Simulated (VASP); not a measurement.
# Hg (C2/m) in VASP: further runs

Hg is run at these levels: PBE+D3(BJ), PBE; tasks: single point.

Program: VASP 6.6.1. These are calculated values, not measurements. Logs are shortened: lines on timing, memory, paths and dates and some standing lists are left out, and cuts for length are marked.

**1. The cell of the first run**

The typed cell holds 6 atoms: a = 5.655 Å, b = 5.595 Å, c = 5.392 Å, α = 90.00°, β = 118.45°, γ = 90.00°.

**2. Single point, PBE+D3(BJ)**

Contents of INCAR:

```
ALGO = Normal
EDIFF = 1E-6
ENCUT = 520
GGA = PE
ISIF = 2
ISMEAR = -1
IVDW = 12
LASPH = T
LCHARG = F
LREAL = F
LWAVE = F
NBANDS = 45
NELM = 60
PREC = Accurate
SIGMA = 0.02
```

Contents of KPOINTS:

```
k-points
0
Gamma
  6 4 6
```

Contents of POSCAR:

```
Hg
1.0
    5.6542636911      0.0000000000      0.0913358406
    0.0000000000      5.5954264923      0.0000000000
   -2.6448202543      0.0000000000      4.6987044751
Hg
6
Direct
    0.0000000000      0.5000000000      0.5000000000
    0.0000000000      0.0000000000      0.0000000000
    0.3333339036     -0.0000139752      0.6666678998
    0.6666660964      0.4999860248      0.8333321002
    0.6666660964      1.0000139752      0.3333321002
    0.3333339036      0.5000139752      0.1666678998
```

Potentials or basis: VASP PAW PBE potentials, release 64 (Hg).

Command:

```console
> cat potpaw_PBE.64/Hg/POTCAR > POTCAR
> mpirun -np 1 vasp_std > vasp.out
```

OUTCAR:

```text
EDIFF = 1E-6
   ENCUT = 520
   GGA = PE
   ISIF = 2
   ISMEAR = -1
   IVDW = 12
   LASPH = T
   LREAL = F
   NELM = 60
   PREC = Accurate
 IVDW          = 12

 ion  position               nearest neighbor table
   1  0.000  0.500  0.500-   4 3.16   6 3.16   6 3.17   4 3.17   3 3.25   5 3.25   5 3.25   3 3.25
                             4 3.31   6 3.31
   2  0.000  0.000  0.000-   3 3.16   5 3.16   3 3.17   5 3.17   6 3.25   4 3.25   6 3.25   4 3.25
                             5 3.31   3 3.31
   3  0.333  1.000  0.667-   2 3.16   5 3.16   5 3.17   2 3.17   1 3.25   4 3.25   4 3.25   1 3.25
                             2 3.31   5 3.31
   4  0.667  0.500  0.833-   1 3.16   6 3.16   6 3.17   1 3.17   2 3.25   3 3.25   3 3.25   2 3.25
                             1 3.31   6 3.31
   5  0.667  0.000  0.333-   2 3.16   3 3.16   3 3.17   2 3.17   1 3.25   6 3.25   6 3.25   1 3.25
                             2 3.31   3 3.31
   6  0.333  0.500  0.167-   1 3.16   4 3.16   4 3.17   1 3.17   2 3.25   5 3.25   5 3.25   2 3.25
                             1 3.31   4 3.31

  LATTYP: Found a simple monoclinic cell.
 ALAT       =     5.3919289611
 B/A-ratio  =     1.0377411373
 C/A-ratio  =     1.0487900301
 COS(beta)  =    -0.4763758782

  Lattice vectors:

 A1 = (  -2.6448202543,   0.0000000000,   4.6987044751)
 A2 = (   0.0000000000,  -5.5954264923,   0.0000000000)
 A3 = (   5.6542636911,   0.0000000000,   0.0913358406)

Analysis of symmetry for initial positions (statically):
=====================================================================
 Subroutine PRICEL returns:
 Original cell was already a primitive cell.

 Routine SETGRP: Setting up the symmetry group for a
 simple monoclinic supercell.

 Subroutine GETGRP returns: Found  4 space group operations
 (whereof  2 operations were pure point group operations)
 out of a pool of  4 trial point group operations.

The static configuration has the point symmetry S_2 .
 The point group associated with its full space group is C_2h.

Analysis of symmetry for dynamics (positions and initial velocities):
=====================================================================
 Subroutine PRICEL returns:
 Original cell was already a primitive cell.

 Routine SETGRP: Setting up the symmetry group for a
 simple monoclinic supercell.

 Subroutine GETGRP returns: Found  4 space group operations
 (whereof  2 operations were pure point group operations)
 out of a pool of  4 trial point group operations.

The dynamic configuration has the point symmetry S_2 .
 The point group associated with its full space group is C_2h.

 Subroutine INISYM returns: Found  4 space group operations
 (whereof  2 operations are pure point group operations),
 and found     1 'primitive' translations

----------------------------------------------------------------------------------------

                                     Primitive cell

  volume of cell :     150.0094

  direct lattice vectors                    reciprocal lattice vectors
     5.654263691  0.000000000  0.091335841     0.175264099  0.000000000  0.098653159
     0.000000000  5.595426492  0.000000000     0.000000000  0.178717387  0.000000000
    -2.644820254  0.000000000  4.698704475    -0.003406874  0.000000000  0.210906950

  length of vectors
     5.655001337  5.595426492  5.391928961     0.201121730  0.178717387  0.210934465

  position of ions in fractional coordinates (direct lattice)
     0.000000000  0.500000000  0.500000000
     0.000000000  0.000000000  0.000000000
     0.333333904  0.999986025  0.666667900
     0.666666096  0.499986025  0.833332100
     0.666666096  0.000013975  0.333332100
     0.333333904  0.500013975  0.166667900

  ion indices of the primitive-cell ions
   primitive index   ion index
                 1           1
                 2           2
                 3           3
                 4           4
                 5           5
                 6           6

----------------------------------------------------------------------------------------

 KPOINTS: k-points

Automatic generation of k-mesh.
 Grid dimensions read from file:
 generate k-points for:    6    4    6

 Generating k-lattice:

  Cartesian coordinates                     Fractional coordinates (reciprocal lattice)
     0.029210683  0.000000000  0.016442193     0.166666667  0.000000000  0.000000000
     0.000000000  0.044679347  0.000000000     0.000000000  0.250000000  0.000000000
    -0.000567812  0.000000000  0.035151158    -0.000000000  0.000000000  0.166666667

  Length of vectors
     0.033520288  0.044679347  0.035155744

  Shift w.r.t. Gamma in fractional coordinates (k-lattice)
     0.000000000  0.000000000  0.000000000

 Subroutine IBZKPT returns following result:
 ===========================================

 Found     60 irreducible k-points:

 Following reciprocal coordinates:
            Coordinates               Weight
  0.000000  0.000000  0.000000      1.000000
  0.166667  0.000000 -0.000000      2.000000
  0.333333  0.000000 -0.000000      2.000000
  0.500000  0.000000 -0.000000      1.000000
  0.000000  0.250000  0.000000      2.000000
  0.166667  0.250000 -0.000000      4.000000
[... 16 lines left out ...]
 -0.333333  0.250000  0.166667      4.000000
 -0.166667  0.250000  0.166667      4.000000
 [... further k-points ...]
   k-points           NKPTS =     60   k-points in BZ     NKDIM =     60   number of bands    NBANDS=     45
   number of dos      NEDOS =    301   number of ions     NIONS =      6
   total plane-waves  NPLWV =  70560
   dimension x,y,z NGX =    42 NGY =   42 NGZ =   40
   dimension x,y,z NGXF=    84 NGYF=   84 NGZF=   80
   ions per type =               6
   NGX,Y,Z   is equivalent  to a cutoff of  12.35, 12.48, 12.33 a.u.
   NGXF,Y,Z  is equivalent  to a cutoff of  24.69, 24.96, 24.67 a.u.
 SYSTEM =  unknown system
   PREC   = accura    normal or accurate (medium, high low for compatibility)
   ISTART =      0    job   : 0-new  1-cont  2-samecut
   ICHARG =      2    charge: 1-file 2-atom 10-const
   ISPIN  =      1    spin polarized calculation?
   LNONCOLLINEAR =      F non collinear calculations
   LSORBIT =      F    spin-orbit coupling
   LASPH  =      T    aspherical Exc in radial PAW
   ENCUT  =  520.0 eV  38.22 Ry    6.18 a.u.  10.51 10.40 10.03*2*pi/ulx,y,z
   NELM   =     60;   NELMIN=  2; NELMDL= -5     # of ELM steps
   EDIFF  = 0.1E-05   stopping-criterion for ELM
   LREAL  =      F    real-space projection
[... 7 lines left out ...]
   TEBEG  =    0.0;   TEEND  =   0.0 temperature during run
   PSTRESS=    0.0 pullay stress
   NELECT =      72.0000    total number of electrons
   NUPDOWN=      -1.0000    fix difference up-down
   EMIN   =  10.00;   EMAX   =-10.00  energy-range for DOS
   EFERMI =   0.00;   METHOD = LEGACY
   ISMEAR =    -1;   SIGMA  =   0.02  broadening in eV -4-tet -1-fermi 0-gaus
   EFERMI_NEDOS =   21; number of points for ismear=-14 and -15
   IALGO  =     38    algorithm
   IMIX   =      4    mixing-type and parameters
     AMIX     =   0.40;   BMIX     =  1.00
     AMIX_MAG =   1.60;   BMIX_MAG =  1.00
  volume/ion in A,a.u.               =      25.00       168.72
  Fermi-wavevector in a.u.,A,eV,Ry     =   1.281778  2.422210 22.353764  1.642955
  Thomas-Fermi vector in A             =   2.414128
   LORBIT       =      0    0 simple, 1 ext, 2 COOP (PROOUT), +10 PAW based schemes
   GGA     = PE    functional components
   LHFCALC =     F    Hartree Fock is set to
   AEXX    =    0.0000 exact exchange contribution
   IVDW    =    12    specifies the selected vdW correction
   LEPSILON=     F    determine dielectric tensor
   LRPA    =     F    only Hartree local field effects (RPA)
 non-spin polarized calculation
  energy-cutoff  :      520.00
  volume of cell :      150.01
 maximum number of plane-waves:      4072
   NGX = 21   NGY = 21   NGZ = 21

 number of electron      72.0000010 magnetization

 Free energy of the ion-electron system (eV)
  ---------------------------------------------------
  ext. energy  EPLUGINS =         0.00000000
  ---------------------------------------------------
  free energy    TOTEN  =        -0.87884581 eV

  energy without entropy =       -0.87764762  energy(sigma->0) =       -0.87824672

 E-fermi :   2.0652     XC(G=0): -10.5415

 val. band max:        2.0205859783   @ k =  -0.3333   0.0000   0.3333
 cond. band min:       2.0694993813   @ k =   0.3333   0.0000  -0.0000
 fundamental gap:      0.0489134030
 Fermi energy:         2.0652140231

 k-point     1 :       0.0000    0.0000    0.0000
  band No.  band energies     occupation
      1      -6.3007      2.00000
      2      -5.4937      2.00000
      3      -4.8812      2.00000
      4      -4.8231      2.00000
      5      -4.8231      2.00000
      6      -4.7648      2.00000
[... 37 lines left out ...]
     44       7.6164      0.00000
     45       7.6165      0.00000

 k-point     2 :       0.1667    0.0000   -0.0000
  band No.  band energies     occupation
      1      -6.0973      2.00000
      2      -5.3709      2.00000
      3      -5.0452      2.00000
      4      -4.9945      2.00000
      5      -4.9582      2.00000
      6      -4.8339      2.00000
[... 37 lines left out ...]
     44       6.9912      0.00000
     45       7.9152      0.00000

 k-point     3 :       0.3333    0.0000   -0.0000
  band No.  band energies     occupation
      1      -5.5299      2.00000
      2      -5.2940      2.00000
      3      -5.2504      2.00000
      4      -5.1920      2.00000
      5      -5.0667      2.00000
      6      -4.8142      2.00000
[... 37 lines left out ...]
     44       7.9162      0.00000
     45       9.5077      0.00000

 k-point     4 :       0.5000    0.0000   -0.0000
  band No.  band energies     occupation
      1      -5.4154      2.00000
      2      -5.3626      2.00000
      3      -5.2433      2.00000
      4      -4.8380      2.00000
      5      -4.8380      2.00000
      6      -4.8140      2.00000
[... 901 lines left out ...]
     44       8.0106      0.00000
     45       9.3928      0.00000

 k-point    23 :      -0.3333    0.2500    0.1667
  band No.  band energies     occupation
      1      -5.4602      2.00000
      2      -5.1465      2.00000
      3      -5.0287      2.00000
      4      -5.0194      2.00000
      5      -4.9969      2.00000
      6      -4.9842      2.00000
[... 37 lines left out ...]
     44       8.5477      0.00000
     45       9.1146      0.00000

 k-point    24 :      -0.1667    0.2500    0.1667
  band No.  band energies     occupation
      1      -5.7798      2.00000
      2      -5.3303      2.00000
      3      -5.0162      2.00000
      4      -4.9565      2.00000
      5      -4.9071      2.00000
      6      -4.9007      2.00000
[... 37 lines left out ...]
     44       7.2781      0.00000
     45       8.5954      0.00000

 [... further k-points ...]

------------------------ aborting loop because EDIFF is reached ----------------------------------------

 Edisp (eV)   -2.51443

 E8    (eV) :    -1.1401

  FORCE on cell =-STRESS in cart. coord.  units (eV):
  Direction    XX          YY          ZZ          XY          YZ          ZX
  --------------------------------------------------------------------------------------
  -------------------------------------------------------------------------------------
  Total       0.26008     0.15424     0.23587     0.00000     0.00000     0.01207
  in kB       2.77775     1.64733     2.51921     0.00000     0.00000     0.12896
  external pressure =        2.31 kB  Pullay stress =        0.00 kB

 VOLUME and BASIS-vectors are now :
 -----------------------------------------------------------------------------
  energy-cutoff  :      520.00
  volume of cell :      150.01
      direct lattice vectors                 reciprocal lattice vectors
     5.654263691  0.000000000  0.091335841     0.175264099  0.000000000  0.098653159
     0.000000000  5.595426492  0.000000000     0.000000000  0.178717387  0.000000000
    -2.644820254  0.000000000  4.698704475    -0.003406874  0.000000000  0.210906950

 POSITION                                       TOTAL-FORCE (eV/Angst)
 -----------------------------------------------------------------------------------
     -1.32241      2.79771      2.34935         0.000000     -0.000000      0.000000
      0.00000      0.00000      0.00000         0.000000     -0.000000      0.000000
      0.12154      5.59535      3.16292        -0.000017      0.000052      0.000013
      1.56549      2.79764      3.97647         0.000017      0.000052     -0.000013
      2.88790      0.00008      1.62712         0.000017     -0.000052     -0.000013
      1.44395      2.79779      0.81357        -0.000017     -0.000052      0.000013
 -----------------------------------------------------------------------------------
    total drift:                                0.000000     -0.000000     -0.000000

  FREE ENERGIE OF THE ION-ELECTRON SYSTEM (eV)
  ---------------------------------------------------
  free  energy   TOTEN  =        -3.3932763287 eV

  energy  without entropy=       -3.3920781438  energy(sigma->0) =       -3.39267724
```

Wall time 3.8 min (1 thread of Intel Xeon Platinum 8488C (Sapphire Rapids), shared host); peak memory 0.43 GiB.

What came out:

```yaml
Free_energy: -3.3933 eV
Pressure: 0.2 GPa
Band_gap_on_the_k_mesh: zero (bands 36 and 37 overlap by 1.60 eV)
Dispersion_energy_per_atom: -0.419 eV
```

Caveat: spin-orbit coupling is left out, which moves the levels of the heavy elements.

[end of part 1 of 2]
